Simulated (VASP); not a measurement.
W, 2 atoms in the cell. Symmetry: Pmmn, No. 59, orthorhombic system. Conventional cell: a = 2.871 Å, b = 4.060 Å, c = 2.871 Å, α = 90.00°, β = 90.00°, γ = 90.00°. W (site symmetry mm2) has 12 W at 2.78 to 2.98 Å within 3.7 Å.  This cell differs from its parent crystal: atoms displaced along a vibrational mode.

- Program: VASP 6.6.1
- Task: single point
- Functional: r2SCAN
- Potentials or basis: VASP PAW PBE potentials, release 64 (W_sv)
- Cutoff: 550 eV
- k mesh: 16 × 16 × 12
- Occupations: gaussian, width 0.15 eV
- Spin: no spin polarisation
- Dipole correction: no
- Further INCAR settings: ALGO = Normal; EDIFF = 1e-06; NBANDS = 21

Potentials or basis: VASP PAW PBE potentials, release 64 (W_sv).

The run is started by

```bash
$ cat potpaw_PBE.64/W_sv/POTCAR > POTCAR
$ cp INCAR.step1 INCAR
$ mpirun -np 1 vasp_std > vasp.out
$ cp INCAR.step2 INCAR
$ mpirun -np 1 vasp_std > vasp.out
```

Hardware: 1 thread of Oxide Virtual Turin-like Processor (shared host).

**Question.** How long does it take, and how much memory?

**Answer.** It took 18 min on 1 thread of Oxide Virtual Turin-like Processor, on a shared host, peak memory 0.4 GiB. Counts: k points 567.
